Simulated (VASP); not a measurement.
Crystal: Co.

```xyz
2
Lattice="2.5074 0.0000 0.0000 -1.2537 2.1715 0.0000 0.0000 0.0000 4.0699" Properties=species:S:1:pos:R:3 pbc="T T T"
Co    0.0000    1.4476    1.0175
Co    1.2537    0.7238    3.0524
```

Base run:

- Program: VASP 6.6.1
- Functional: PBE
- Potentials or basis: VASP PAW PBE potentials, release 64 (Co)
- Cutoff: 520 eV
- k mesh: 14 × 14 × 8
- Occupations: fermi-dirac, width 0.05 eV
- Spin: collinear spin, ferromagnetic start
- Starting moments: [2.0, 2.0] μB

Its results: pressure -4.9 GPa; net moment 3.21 μB per cell; site moments Co +1.63 μB.

Problem. The run is repeated on the same cell with these changes: functional from PBE to r2SCAN; k mesh from 14 × 14 × 8 to 15 × 15 × 8. What comes out?

Solution. Pressure -8.9 GPa; net moment 3.51 μB per cell; site moments Co +1.83 μB.

Several settings changed at once, so the effect can't be laid on one alone.

Caveats: the PAW data sets were made with another functional, which shifts forces and pressure a little (some runs).
